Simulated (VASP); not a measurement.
Write the native input for VASP 6.6.1 that does the following.

- Task: relaxation of cell and atoms
- Functional: PBE
- Potentials or basis: VASP PAW PBE potentials, release 64 (Mg, Ge_d, N)
- Cutoff: 600 eV
- k mesh: 5 × 5 × 2
- Occupations: gaussian, width 0.2 eV
- Spin: no spin polarisation
- Dipole correction: no
- Further INCAR settings: ALGO = Normal; EDIFF = 1e-06; IBRION = 2; EDIFFG = -0.08; NSW = 36; ISIF = 3

The structure of MgGe5N lies in POSCAR:

```
MgGe5N
1.0
    3.6000000000      0.0000000000      0.0000000000
   -1.8000000000      3.1176914500      0.0000000000
    0.0000000000      0.0000000000     10.5000000000
Mg Ge N
1 5 1
Direct
    0.0000000000      0.0000000000      0.0000000000
    0.3333333300      0.6666666700      0.8100000000
    0.3333333300      0.6666666700      0.1900000000
    0.6666666700      0.3333333300      0.3350000000
    0.6666666700      0.3333333300      0.6650000000
    0.0000000000      0.0000000000      0.5000000000
    0.3333333300      0.6666666700      0.0000000000
```

The input as run:

INCAR

```
SYSTEM = MgGe5N
PREC = Accurate ; ENCUT = 600
EDIFF = 1E-6 ; ISMEAR = 0
SIGMA = 0.2 ; LREAL = .False.
LASPH = .True. ; NELM = 60
ALGO = Normal ; ISIF = 3
LWAVE = .False. ; LCHARG = .False.
GGA = PE ; IBRION = 2
NSW = 36 ; EDIFFG = -0.08
```

KPOINTS

```
Automatic mesh
0
Gamma
  5 5 2
  0 0 0
```

Potentials or basis: VASP PAW PBE potentials, release 64 (Mg, Ge_d, N).

The run is started by

```console
$ cat potpaw_PBE.64/Mg/POTCAR potpaw_PBE.64/Ge_d/POTCAR potpaw_PBE.64/N/POTCAR > POTCAR
$ mpirun -np 1 vasp_std > vasp.out
```

Results of the run:

| Property | Result |
| --- | --- |
| Relaxed volume | 18.45 Å³/atom |
| Relaxed cell | a = 3.807 Å, b = 3.807 Å, c = 10.284 Å, α = 90.00°, β = 90.00°, γ = 120.00° |
| Space group after relaxing (to 0.1 Å) | P-6m2 (No. 187) |
| Energy gained by relaxing | 59.4 meV/atom |
| Ionic steps | 11 |
| Pressure after relaxing | 0.0 GPa |
| Largest force after relaxing | 0.053 eV/Å |
| Band gap on the k mesh | zero (an odd number of electrons rules out a gap without spin polarisation) |

Caveat: the k points lie up to 0.38 Å⁻¹ apart in the final cell, too coarse for converged energies and pressures of a metal; an odd number of electrons without spin polarisation forces a metal; a magnetic or distorted state may lie lower; the relaxation stopped at a loose force limit of 0.08 eV/Å, so its end isn't a converged minimum.

Run time: 19 min on 1 thread of Intel Xeon 8259CL (shared host), peak memory 0.31 GiB.
